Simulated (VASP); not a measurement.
# MgH2 (Fm-3m) in VASP: single point with r2SCAN

Aim: the single point of MgH2 with r2SCAN.

Everything below comes from runs of VASP 6.6.1. Logs are shortened: lines on timing, memory, paths and dates and some standing lists are left out, and cuts for length are marked.

## 1. The cell of the first run

It takes space group Fm-3m (No. 225, cubic). The conventional cell has a = 4.532 Å, b = 4.532 Å, c = 4.532 Å, α = 90.00°, β = 90.00°, γ = 90.00°. Mg (site symmetry m-3m) has 8 H at 1.96 Å within 2.6 Å. H (site symmetry -43m) has 4 Mg at 1.96 Å and 6 H at 2.27 Å within 2.6 Å.

## 2. Single point, r2SCAN

Input file POSCAR:

```
MgH2
1.0
    0.0000000000      2.2661553257      2.2661553257
    2.2661553257      0.0000000000      2.2661553257
    2.2661553257      2.2661553257      0.0000000000
Mg H
1 2
Direct
    0.0000000000      0.0000000000      0.0000000000
    0.7500000000      0.7500000000      0.7500000000
    0.2500000000      0.2500000000      0.2500000000
```

Input file INCAR.step1:

```
SYSTEM = MgH2
PREC = Accurate
ENCUT = 920
ISMEAR = -1
SIGMA = 0.1
LREAL = .False.
LASPH = .True.
NELM = 120
NBANDS = 13
GGA = PE
ALGO = Normal
EDIFF = 1E-5
LWAVE = .True.
LCHARG = .False.
GGA_COMPAT = .False.
```

Input file INCAR.step2:

```
SYSTEM = MgH2
PREC = Accurate
ENCUT = 920
EDIFF = 1E-6
ISMEAR = -1
SIGMA = 0.1
LREAL = .False.
LASPH = .True.
NELM = 120
ALGO = Normal
ISIF = 2
LWAVE = .False.
LCHARG = .False.
METAGGA = R2SCAN
LMIXTAU = .True.
NBANDS = 13
ISTART = 1
GGA_COMPAT = .False.
```

Input file KPOINTS:

```
regular mesh
0
Gamma
  6 6 6
  0 0 0
```

Potentials or basis: VASP PAW PBE potentials, release 64 (Mg_sv, H).

Command:

```
$ cat potpaw_PBE.64/Mg_sv/POTCAR potpaw_PBE.64/H/POTCAR > POTCAR
$ cp INCAR.step1 INCAR
$ mpirun -np 1 vasp_std > vasp.out
$ cp INCAR.step2 INCAR
$ mpirun -np 1 vasp_std > vasp.out
```

OUTCAR:

```text
SYSTEM = MgH2
   PREC = Accurate
   ENCUT = 920
   EDIFF = 1E-6
   ISMEAR = -1
   LREAL = .False.
   LASPH = .True.
   NELM = 120
   ISIF = 2
   METAGGA = R2SCAN
   ISTART = 1

 ion  position               nearest neighbor table
   1  0.000  0.000  0.000-
   2  0.750  0.750  0.750-
   3  0.250  0.250  0.250-

  LATTYP: Found a face centered cubic cell.
 ALAT       =     4.5323106514

  Lattice vectors:

 A1 = (   0.0000000000,   2.2661553257,   2.2661553257)
 A2 = (   2.2661553257,   0.0000000000,   2.2661553257)
 A3 = (   2.2661553257,   2.2661553257,   0.0000000000)

Analysis of symmetry for initial positions (statically):
=====================================================================
 Subroutine PRICEL returns:
 Original cell was already a primitive cell.

 Routine SETGRP: Setting up the symmetry group for a
 face centered cubic supercell.

 Subroutine GETGRP returns: Found 48 space group operations
 (whereof 48 operations were pure point group operations)
 out of a pool of 48 trial point group operations.

The static configuration has the point symmetry O_h .

Analysis of symmetry for dynamics (positions and initial velocities):
=====================================================================
 Subroutine PRICEL returns:
 Original cell was already a primitive cell.

 Routine SETGRP: Setting up the symmetry group for a
 face centered cubic supercell.

 Subroutine GETGRP returns: Found 48 space group operations
 (whereof 48 operations were pure point group operations)
 out of a pool of 48 trial point group operations.

The dynamic configuration has the point symmetry O_h .

 Subroutine INISYM returns: Found 48 space group operations
 (whereof 48 operations are pure point group operations),
 and found     1 'primitive' translations

----------------------------------------------------------------------------------------

                                     Primitive cell

  volume of cell :      23.2755

  direct lattice vectors                    reciprocal lattice vectors
     0.000000000  2.266155326  2.266155326    -0.220638009  0.220638009  0.220638009
     2.266155326  0.000000000  2.266155326     0.220638009 -0.220638009  0.220638009
     2.266155326  2.266155326  0.000000000     0.220638009  0.220638009 -0.220638009

  length of vectors
     3.204827596  3.204827596  3.204827596     0.382156242  0.382156242  0.382156242

  position of ions in fractional coordinates (direct lattice)
     0.000000000  0.000000000  0.000000000
     0.750000000  0.750000000  0.750000000
     0.250000000  0.250000000  0.250000000

  ion indices of the primitive-cell ions
   primitive index   ion index
                 1           1
                 2           2
                 3           3

----------------------------------------------------------------------------------------

 KPOINTS: regular mesh

Automatic generation of k-mesh.
 Grid dimensions read from file:
 generate k-points for:    6    6    6

 Generating k-lattice:

  Cartesian coordinates                     Fractional coordinates (reciprocal lattice)
    -0.036773002  0.036773002  0.036773002     0.166666667  0.000000000  0.000000000
     0.036773002 -0.036773002  0.036773002     0.000000000  0.166666667  0.000000000
     0.036773002  0.036773002 -0.036773002     0.000000000  0.000000000  0.166666667

  Length of vectors
     0.063692707  0.063692707  0.063692707

  Shift w.r.t. Gamma in fractional coordinates (k-lattice)
     0.000000000  0.000000000  0.000000000

 Subroutine IBZKPT returns following result:
 ===========================================

 Found     16 irreducible k-points:

 Following reciprocal coordinates:
            Coordinates               Weight
  0.000000  0.000000  0.000000      1.000000
  0.166667  0.000000  0.000000      8.000000
  0.333333  0.000000  0.000000      8.000000
  0.500000  0.000000  0.000000      4.000000
  0.166667  0.166667  0.000000      6.000000
  0.333333  0.166667  0.000000     24.000000
[... 8 lines left out ...]
 -0.333333  0.333333  0.166667     24.000000
 -0.333333  0.500000  0.166667     12.000000
   k-points           NKPTS =     16   k-points in BZ     NKDIM =     16   number of bands    NBANDS=     13
   number of dos      NEDOS =    301   number of ions     NIONS =      3
   total plane-waves  NPLWV =  32768
   dimension x,y,z NGX =    32 NGY =   32 NGZ =   32
   dimension x,y,z NGXF=    64 NGYF=   64 NGZF=   64
   ions per type =               1   2
   NGX,Y,Z   is equivalent  to a cutoff of  16.60, 16.60, 16.60 a.u.
   NGXF,Y,Z  is equivalent  to a cutoff of  33.20, 33.20, 33.20 a.u.
 SYSTEM =  MgH2
   PREC   = accura    normal or accurate (medium, high low for compatibility)
   ISTART =      1    job   : 0-new  1-cont  2-samecut
   ICHARG =      0    charge: 1-file 2-atom 10-const
   ISPIN  =      1    spin polarized calculation?
   LNONCOLLINEAR =      F non collinear calculations
   LSORBIT =      F    spin-orbit coupling
   LASPH  =      T    aspherical Exc in radial PAW
   ENCUT  =  920.0 eV  67.62 Ry    8.22 a.u.   7.93  7.93  7.93*2*pi/ulx,y,z
   NELM   =    120;   NELMIN=  2; NELMDL=  0     # of ELM steps
   EDIFF  = 0.1E-05   stopping-criterion for ELM
   LREAL  =      F    real-space projection
[... 7 lines left out ...]
   TEBEG  =    0.0;   TEEND  =   0.0 temperature during run
   PSTRESS=    0.0 pullay stress
   NELECT =      12.0000    total number of electrons
   NUPDOWN=      -1.0000    fix difference up-down
   EMIN   =  10.00;   EMAX   =-10.00  energy-range for DOS
   EFERMI =   0.00;   METHOD = LEGACY
   ISMEAR =    -1;   SIGMA  =   0.10  broadening in eV -4-tet -1-fermi 0-gaus
   EFERMI_NEDOS =   21; number of points for ismear=-14 and -15
   IALGO  =     38    algorithm
   IMIX   =      4    mixing-type and parameters
     AMIX     =   0.40;   BMIX     =  1.00
     AMIX_MAG =   1.60;   BMIX_MAG =  1.00
  volume/ion in A,a.u.               =       7.76        52.36
  Fermi-wavevector in a.u.,A,eV,Ry     =   1.312710  2.480663 23.445674  1.723208
  Thomas-Fermi vector in A             =   2.443084
   LORBIT       =      0    0 simple, 1 ext, 2 COOP (PROOUT), +10 PAW based schemes
   METAGGA = R2SCAN    functional components
   LHFCALC =     F    Hartree Fock is set to
   AEXX    =    0.0000 exact exchange contribution
   IVDW    =     0    specifies the selected vdW correction
   LEPSILON=     F    determine dielectric tensor
   LRPA    =     F    only Hartree local field effects (RPA)
 non-spin polarized calculation
  energy-cutoff  :      920.00
  volume of cell :       23.28
 maximum number of plane-waves:      1492
   NGX = 15   NGY = 15   NGZ = 15

 number of electron      11.9999994 magnetization

 Free energy of the ion-electron system (eV)
  ---------------------------------------------------
  ext. energy  EPLUGINS =         0.00000000
  ---------------------------------------------------
  free energy    TOTEN  =       -11.46982031 eV

  energy without entropy =      -11.46422117  energy(sigma->0) =      -11.46702074

 E-fermi :   3.6116     XC(G=0): -10.1831

 val. band max:        3.5033548485   @ k =   0.5000   0.5000   0.0000
 cond. band min:       4.2371525991   @ k =  -0.3333   0.5000   0.1667
 fundamental gap:      0.7337977507
 Fermi energy:         3.6115731429

 k-point     1 :       0.0000    0.0000    0.0000
  band No.  band energies     occupation
      1     -75.6430      2.00000
      2     -40.7404      2.00000
      3     -40.7404      2.00000
      4     -40.7404      2.00000
      5      -7.7386      2.00000
      6       4.7641      0.00002
      7      13.9819      0.00000
      8      13.9819      0.00000
      9      13.9819      0.00000
     10      18.1021      0.00000
     11      18.1021      0.00000
     12      18.1021      0.00000
     13      18.5639      0.00000

 k-point     2 :       0.1667    0.0000    0.0000
  band No.  band energies     occupation
      1     -75.6422      2.00000
      2     -40.7493      2.00000
      3     -40.7417      2.00000
      4     -40.7417      2.00000
      5      -7.1583      2.00000
      6       3.4057      1.77358
      7      12.6501      0.00000
      8      13.5923      0.00000
      9      13.5923      0.00000
     10      16.5872      0.00000
     11      18.7274      0.00000
     12      18.7274      0.00000
     13      19.5892      0.00000

 k-point     3 :       0.3333    0.0000    0.0000
  band No.  band energies     occupation
      1     -75.6407      2.00000
      2     -40.7671      2.00000
      3     -40.7442      2.00000
      4     -40.7442      2.00000
      5      -5.4723      2.00000
      6       0.3669      2.00000
      7      11.5404      0.00000
      8      13.3814      0.00000
      9      13.3814      0.00000
     10      14.2051      0.00000
     11      15.9492      0.00000
     12      15.9492      0.00000
     13      23.0008      0.00000

 k-point     4 :       0.5000    0.0000    0.0000
  band No.  band energies     occupation
      1     -75.6401      2.00000
      2     -40.7759      2.00000
      3     -40.7455      2.00000
      4     -40.7455      2.00000
      5      -2.8652      2.00000
      6      -2.8343      2.00000
      7      11.4323      0.00000
      8      13.0372      0.00000
      9      13.7219      0.00000
     10      13.7219      0.00000
     11      14.5760      0.00000
     12      14.5760      0.00000
     13      26.3582      0.00000

 k-point     5 :       0.1667    0.1667    0.0000
  band No.  band energies     occupation
      1     -75.6420      2.00000
      2     -40.7493      2.00000
      3     -40.7436      2.00000
      4     -40.7436      2.00000
      5      -6.9697      2.00000
      6       3.3359      1.88063
      7      11.8859      0.00000
      8      11.8859      0.00000
      9      13.3907      0.00000
     10      16.5394      0.00000
     11      17.0281      0.00000
     12      20.8343      0.00000
     13      21.5444      0.00000
[... 129 lines left out ...]
 k-point    14 :       0.5000    0.3333    0.1667
  band No.  band energies     occupation
      1     -75.6399      2.00000
      2     -40.7672      2.00000
      3     -40.7549      2.00000
      4     -40.7484      2.00000
      5      -4.1370      2.00000
      6       0.0997      2.00000
      7       6.9934      0.00000
      8       8.2757      0.00000
      9      12.8320      0.00000
     10      16.5552      0.00000
     11      18.0077      0.00000
     12      21.5597      0.00000
     13      24.1158      0.00000

 k-point    15 :      -0.3333    0.3333    0.1667
  band No.  band energies     occupation
      1     -75.6395      2.00000
      2     -40.7681      2.00000
      3     -40.7595      2.00000
      4     -40.7503      2.00000
      5      -1.9554      2.00000
      6      -1.9477      2.00000
      7       5.9080      0.00000
      8       7.2390      0.00000
      9      14.5370      0.00000
     10      14.5470      0.00000
     11      20.6285      0.00000
     12      21.6892      0.00000
     13      23.8540      0.00000

 k-point    16 :      -0.3333    0.5000    0.1667
  band No.  band energies     occupation
      1     -75.6392      2.00000
      2     -40.7697      2.00000
      3     -40.7586      2.00000
      4     -40.7532      2.00000
      5      -2.3140      2.00000
      6      -0.5743      2.00000
      7       4.2372      0.00383
      8       6.9427      0.00000
      9      12.1490      0.00000
     10      17.2358      0.00000
     11      18.3895      0.00000
     12      23.6355      0.00000
     13      27.2678      0.00000

------------------------ aborting loop because EDIFF is reached ----------------------------------------

  FORCE on cell =-STRESS in cart. coord.  units (eV):
  Direction    XX          YY          ZZ          XY          YZ          ZX
  --------------------------------------------------------------------------------------
  -------------------------------------------------------------------------------------
  Total        1.4873388      1.4873388      1.4873388      0.0000000     -0.0000000     -0.0000000
  in kB      102.3814963    102.3814963    102.3814963      0.0000000     -0.0000000     -0.0000000
  external PRESSURE =     102.3814963 kB  Pullay stress =       0.0000000 kB

 VOLUME and BASIS-vectors are now :
 -----------------------------------------------------------------------------
  energy-cutoff  :      920.00
  volume of cell :       23.28
      direct lattice vectors                 reciprocal lattice vectors
     0.000000000  2.266155326  2.266155326    -0.220638009  0.220638009  0.220638009
     2.266155326  0.000000000  2.266155326     0.220638009 -0.220638009  0.220638009
     2.266155326  2.266155326  0.000000000     0.220638009  0.220638009 -0.220638009

 POSITION                                       TOTAL-FORCE (eV/Angst)
 -----------------------------------------------------------------------------------
      0.00000      0.00000      0.00000         0.000000      0.000000      0.000000
      3.39923      3.39923      3.39923        -0.000000     -0.000000      0.000000
      1.13308      1.13308      1.13308         0.000000     -0.000000     -0.000000
 -----------------------------------------------------------------------------------
    total drift:                                0.000000     -0.000000      0.000000

  FREE ENERGIE OF THE ION-ELECTRON SYSTEM (eV)
  ---------------------------------------------------
  free  energy   TOTEN  =       -11.4698203051 eV

  energy  without entropy=      -11.4642211729  energy(sigma->0) =      -11.46702074
```

Run time: 38 s. Hardware: 1 thread of AMD EPYC 7R13 (Zen 3), shared host; peak memory 0.15 GiB.

What came out:

```
Free energy            : -11.4698 eV
Pressure               : 10.2 GPa
Band gap on the k mesh : zero (bands 6 and 7 overlap by 1.26 eV)
```

Levels at points of the mesh, in eV from the Fermi level:
```
           k point  band 2  band 3  band 4  band 5  band 6  band 7  band 8  band 9  band 10  band 11
(0.00, 0.00, 0.00)  -44.35  -44.35  -44.35  -11.35    1.15   10.37   10.37   10.37    14.49    14.49
(0.50, 0.00, 0.00)  -44.39  -44.36  -44.36   -6.48   -6.45    7.82    9.43   10.11    10.11    10.96
(0.50, 0.50, 0.00)  -44.39  -44.36  -44.36   -6.57   -2.81   -0.11    5.60    5.60     9.99    20.25
```

Caveat: the k points lie up to 0.40 Å⁻¹ apart, too coarse for converged energies and pressures of a metal; the PAW data sets were made with another functional, which shifts forces and pressure a little.

The gap in the log of VASP goes by the Fermi energy; the results here count the filled bands.